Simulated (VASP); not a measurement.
A run of VASP 6.6.1:

The input INCAR:

```
ALGO = Normal ; EDIFF = 1E-7
ENCUT = 520 ; GGA = PS
ISIF = 2 ; ISMEAR = 0
LASPH = T ; LCHARG = F
LREAL = F ; LWAVE = F
NBANDS = 22 ; NELM = 80
PREC = Accurate ; SIGMA = 0.1
```

File KPOINTS:

```
k-points
0
Gamma
  14 14 4
```

The input POSCAR:

```
Te3Au
1.0
    3.0394009589      0.0000000000      0.0000000000
    0.0000000000      3.0394009589      0.0000000000
    0.0000000000      0.0000000000     12.4818007628
Te Au
3 1
Direct
    0.0000000000      0.0000000000      0.2057735966
    0.0000000000      0.0000000000      0.5000000000
    0.0000000000      0.0000000000      0.7942264034
    0.0000000000      0.0000000000      0.0000000000
```

Potentials or basis: VASP PAW PBE potentials, release 64 (Te, Au).

Launch:

```console
$ cat potpaw_PBE.64/Te/POTCAR potpaw_PBE.64/Au/POTCAR > POTCAR
$ mpirun -np 1 vasp_std > vasp.out
```

Hardware: 1 thread of AMD EPYC 7R43 64-Core Processor (Zen 3), with other jobs on the host.

How long does it take, and how much memory?

Wall time 7.6 min on 1 thread of AMD EPYC 7R43 64-Core Processor (Zen 3), with other jobs on the host, peak memory 0.36 GiB. Counts: scf iterations 15, k points 108.
